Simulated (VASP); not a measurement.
Wanted: the native input for a VASP 6.6.1 run.

* Task: single point
* Functional: LDA
* Potentials or basis: VASP PAW LDA potentials, release 64 (Ti_sv, Al)
* Cutoff: 520 eV
* k mesh: 16 × 16 × 16
* Occupations: gaussian, width 0.15 eV
* Spin: no spin polarisation
* Dipole correction: no
* Further INCAR settings: ALGO = Fast; EDIFF = 1e-07; NBANDS = 18

The structure of TiAl3 lies in POSCAR:

```
TiAl3
1.0
   -1.8559688565      1.8559688565      4.3956766397
    1.8559688565     -1.8559688565      4.3956766397
    1.8559688565      1.8559688565     -4.3956766397
Ti Al
1 3
Direct
    0.0000000000      0.0000000000      0.0000000000
    0.5000000000      0.5000000000      0.0000000000
    0.7500000000      0.2500000000      0.5000000000
    0.2500000000      0.7500000000      0.5000000000
```

One way to write it, as run:

INCAR

```
SYSTEM = TiAl3
PREC = Accurate
ENCUT = 520
EDIFF = 1E-7
ISMEAR = 0
SIGMA = 0.15
LREAL = .False.
LASPH = .True.
NELM = 100
ALGO = Fast
ISIF = 2
LWAVE = .False.
LCHARG = .False.
NBANDS = 18
```

KPOINTS

```
Automatic mesh
0
Gamma
  16 16 16
  0 0 0
```

Potentials or basis: VASP PAW LDA potentials, release 64 (Ti_sv, Al).

Run with:

```console
$ cat potpaw_LDA.64/Ti_sv/POTCAR potpaw_LDA.64/Al/POTCAR > POTCAR
$ mpirun -np 1 vasp_std > vasp.out
```

It gave:

- Pressure: 0.7 GPa
- Band gap on the k mesh: zero (an odd number of electrons rules out a gap without spin polarisation)

Caveat: the stress differs along the axes, from -7 to 4 GPa.

It took 23 min on 1 thread of Intel(R) Xeon(R) Platinum 8488C (Sapphire Rapids) (shared host), peak memory 0.48 GiB.
